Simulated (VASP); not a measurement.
**Li: relaxation of cell and atoms with PBEsol+D3(BJ)**

Crystal: Li.

```xyz
1
Lattice="-1.7547 1.7547 1.7547 1.7547 -1.7547 1.7547 1.7547 1.7547 -1.7547" Properties=species:S:1:pos:R:3 pbc="T T T"
Li    0.0000    0.0000    0.0000
```

```
Program                : VASP 6.6.1
Task                   : relaxation of cell and atoms
Functional             : PBEsol
Dispersion             : D3(BJ)
Potentials or basis    : VASP PAW PBE potentials, release 64 (Li_sv)
Cutoff                 : 600 eV
k mesh                 : 11 × 11 × 11
Occupations            : fermi-dirac, width 0.05 eV
Spin                   : no spin polarisation
Dipole correction      : no
Further INCAR settings : ALGO = Normal; EDIFF = 1e-06; IBRION = 2; EDIFFG = -0.01; NSW = 60; ISIF = 3
```

| Property | Result |
| --- | --- |
| Relaxed volume | 18.16 Å³/atom |
| Relaxed cell | a = 2.868 Å, b = 2.868 Å, c = 2.868 Å, α = 109.47°, β = 109.47°, γ = 109.47° |
| Space group after relaxing (to 0.05 Å) | Im-3m (No. 229) |
| Energy gained by relaxing | 24.7 meV/atom |
| Ionic steps | 6 |
| Pressure after relaxing | 0.0 GPa |
| Dispersion energy per atom | -0.167 eV |

The path:
```csv
step,energy change (eV),largest force (eV/Å),pressure (GPa),volume (Å³)
1,0.0000,0.0000,-2.01,21.61
2,-0.0097,0.0000,-1.67,20.77
3,-0.0229,0.0000,-0.66,19.02
4,-0.0061,0.0000,2.86,15.83
5,-0.0247,0.0000,-0.11,18.29
6,-0.0247,0.0000,0.01,18.16
```

Final structure:
```
CELL_PARAMETERS angstrom
-1.65597 1.65597 1.65597
1.65597 -1.65597 1.65597
1.65597 1.65597 -1.65597
ATOMIC_POSITIONS crystal
Li 0.00000 0.00000 0.00000
```

Levels at points of the mesh, in eV from the Fermi level:
```tsv
k point	band 1	band 2	band 3	band 4	band 5
(0.00, 0.00, 0.00)	-45.74	-3.71	15.79	15.79	15.79
```

Wall time 11 s on 1 thread of Intel(R) Xeon(R) Platinum 8488C (Sapphire Rapids), on a shared host, peak memory 0.14 GiB.

The cell as given is a measured one (21.61 Å³/atom); PBEsol+D3(BJ) puts the equilibrium volume -15.9 % from it, thermal expansion not counted.

Caveat: the cutoff is under 1.25 times the usual one of these potentials, so pressure, stress and relaxed cells hold a basis-set (Pulay) error; the volume moved by over 15 % at a fixed basis, so the end points are rough; the PAW data sets were made with another functional, which shifts forces and pressure a little; the volume moved by -16 % from the deposited cell, more than functionals usually miss; pairwise dispersion overbinds metals, which lowers pressure and volume.
